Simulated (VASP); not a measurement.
Cr:

```
Cr
1.0
    -1.44195    1.44195    1.44195
     1.44195   -1.44195    1.44195
     1.44195    1.44195   -1.44195
Cr
1
Direct
  0.00000 0.00000 0.00000
```

Base run:

* Program: VASP 6.6.1
* Functional: LDA
* Potentials or basis: VASP PAW LDA potentials, release 64 (Cr_pv)
* Cutoff: 500 eV
* k mesh: 14 × 14 × 14
* Occupations: gaussian, width 0.05 eV
* Spin: collinear spin, ferromagnetic start
* Starting moments: [0.9] μB
* Fixed moment: 0.9 μB

Its results: pressure -17.6 GPa; site moments Cr +0.83 μB.

After a change of settings the same cell gave: pressure -20.9 GPa; site moments Cr +0.61 μB. Which change was it?
A. fixed moment from 0.9 μB to 0.67 μB; moments at the start from [0.9] to [0.67]
B. fixed moment from 0.9 μB to 1.57 μB; moments at the start from [0.9] to [1.57]
C. fixed moment from 0.9 μB to 1.8 μB; moments at the start from [0.9] to [1.8]
D. fixed moment from 0.9 μB to 1.35 μB; moments at the start from [0.9] to [1.35]

A.

Caveats: the total moment is fixed, so each spin has its own Fermi level.
